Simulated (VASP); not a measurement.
Set up this calculation in VASP 6.6.1, as the native input.

```
Task                   : single point
Functional             : r2SCAN
Dispersion             : rVV10
Potentials or basis    : VASP PAW PBE potentials, release 64 (Cd, S)
Cutoff                 : 520 eV
k mesh                 : 8 × 8 × 8
Occupations            : fermi-dirac, width 0.05 eV
Spin                   : no spin polarisation
Dipole correction      : no
Further INCAR settings : ALGO = Normal; EDIFF = 1e-07; NBANDS = 16
```

Crystal: CdS (Hawleyite).

```
CELL_PARAMETERS angstrom
0.00000 2.87708 2.87708
2.87708 0.00000 2.87708
2.87708 2.87708 0.00000
ATOMIC_POSITIONS crystal
Cd 0.00000 0.00000 0.00000
S 0.75000 0.75000 0.75000
```

These files were run (other wordings do the same):

POSCAR

```
CdS
1.0
    0.0000000000      2.8770830059      2.8770830059
    2.8770830059      0.0000000000      2.8770830059
    2.8770830059      2.8770830059      0.0000000000
Cd S
1 1
Direct
    0.0000000000      0.0000000000      0.0000000000
    0.7500000000      0.7500000000      0.7500000000
```

INCAR.step1

```
ALGO = Normal
EDIFF = 1E-4
ENCUT = 520
GGA = PE
ISMEAR = -1
LASPH = T
LCHARG = F
LREAL = F
LWAVE = T
NBANDS = 16
NELM = 80
PREC = Accurate
SIGMA = 0.05
```

INCAR.step2

```
ALGO = Normal
BPARAM = 11.95
CPARAM = 0.0093
EDIFF = 1E-7
ENCUT = 520
ISIF = 2
ISMEAR = -1
ISTART = 1
IVDW_NL = 2
LASPH = T
LCHARG = F
LMIXTAU = T
LREAL = F
LUSE_VDW = T
LWAVE = F
METAGGA = R2SCAN
NBANDS = 16
NELM = 80
PREC = Accurate
SIGMA = 0.05
```

KPOINTS

```
k-points
0
Gamma
  8 8 8
```

Potentials or basis: VASP PAW PBE potentials, release 64 (Cd, S).

The run is started by

```sh
$ cat potpaw_PBE.64/Cd/POTCAR potpaw_PBE.64/S/POTCAR > POTCAR
$ cp INCAR.step1 INCAR
$ mpirun -np 1 vasp_std > vasp.out
$ cp INCAR.step2 INCAR
$ mpirun -np 1 vasp_std > vasp.out
```

Results of the run:

```yaml
Pressure: 4.0 GPa
Band_gap_on_the_k_mesh: 1.63 eV, direct
```

Caveat: the PAW data sets were made with another functional, which shifts forces and pressure a little.

Wall time 60 s on 1 thread of Intel(R) Xeon(R) 6975P-C (Granite Rapids), on a shared host, peak memory 0.29 GiB.
